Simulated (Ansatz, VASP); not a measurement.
# One calculation of Mo, two programs

File INCAR:

```
SYSTEM = Mo
PREC = Accurate
ENCUT = 520
EDIFF = 1E-6
ISMEAR = -1
SIGMA = 0.05
LREAL = .False.
LASPH = .True.
NELM = 80
ALGO = Normal
ISIF = 2
LWAVE = .False.
LCHARG = .True.
GGA = RP
IVDW = 13
LELF = .True.
LVHAR = .True.
NBANDS = 13
```

File KPOINTS:

```
regular mesh
0
Gamma
  12 12 12
  0 0 0
```

File POSCAR:

```
Mo
1.0
   -1.5942980787      1.5942980787      1.5942980787
    1.5942980787     -1.5942980787      1.5942980787
    1.5942980787      1.5942980787     -1.5942980787
Mo
1
Direct
    0.0000000000      0.0000000000      0.0000000000
```

input.yaml

```yaml
crystal:
  lattice:
    - [-1.5942980787, 1.5942980787, 1.5942980787]
    - [1.5942980787, -1.5942980787, 1.5942980787]
    - [1.5942980787, 1.5942980787, -1.5942980787]
  atoms:
    - { symbol: Mo, position: [0.0, 0.0, 0.0] }
hamiltonian:
  xc: rpbe
  pseudopotentials: { kind: paw }
  dispersion: d4
kpoints:
  mp_grid: { grid: [12, 12, 12] }
scf:
  occupations: { method: fermi_dirac, width: 0.05 }
output:
  forces: true
  stress: true
  eigenvalues: true
```

Alike in both runs: task single point; functional RPBE; dispersion D4; k mesh 12 × 12 × 12; occupations fermi-dirac, width 0.05 eV; no spin polarisation.

|  | VASP | Ansatz |
| --- | --- | --- |
| version | VASP 6.6.1 | Ansatz 0.2.0 |
| potentials or method | VASP PAW PBE potentials, release 64 (Mo_sv) | Ansatz PAW |
| plane-wave cutoff (eV) | 520 | 420 |
| valence electrons in the cell | 14 | 14 |

Ansatz gave:

- gap on the k mesh at the Fermi level (eV): none
- pressure (GPa): -13.4

Q: Estimate VASP's values.

A: gap on the k mesh at the Fermi level (eV): none; pressure (GPa): -12.9.

VASP's potentials were made for PBE, not for RPBE. A gap of «none» marks a metal or a gap that the smearing closes.
